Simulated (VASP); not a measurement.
Crystal: Os.

```
Os
1.0
     2.67829    0.00000    0.00000
    -1.33914    2.31946    0.00000
     0.00000    0.00000    4.23152
Os
2
Cartesian
  1.3391 0.7732 3.1736
  0.0000 1.5463 1.0579
```

Base run:

```yaml
Program: VASP 6.6.1
Functional: r2SCAN
Dispersion: D3(BJ)
Potentials_or_basis: VASP PAW PBE potentials, release 64 (Os)
Cutoff: 520 eV
k_mesh: 11 × 11 × 6
Occupations: fermi-dirac, width 0.05 eV
Spin: no spin polarisation
```

Its results: band gap on the k mesh zero (band 8 reaches 12.66 eV, above the bottom of band 9 at 8.19 eV); pressure 30.1 GPa.

Q: After a change of settings the same cell gave: band gap on the k mesh zero (band 8 reaches 12.83 eV, above the bottom of band 9 at 8.53 eV); pressure 28.0 GPa. Which change was it?
A. functional from r2SCAN to PBE; dispersion from D3(BJ) to D4
B. dispersion from D3(BJ) to rVV10; further incar settings from ALGO = Normal; EDIFF = 1e-07; NBANDS = 15 to ALGO = Normal; EDIFF = 1e-06; NBANDS = 15
C. functional from r2SCAN to PBEsol
D. functional from r2SCAN to revPBE; further incar settings from ALGO = Normal; EDIFF = 1e-07; NBANDS = 15 to ALGO = Normal; EDIFF = 1e-06; NBANDS = 15

A: D.

Caveats: the PAW data sets were made with another functional, which shifts forces and pressure a little; spin-orbit coupling is left out, which moves the levels of the heavy elements; pairwise dispersion overbinds metals, which lowers pressure and volume.
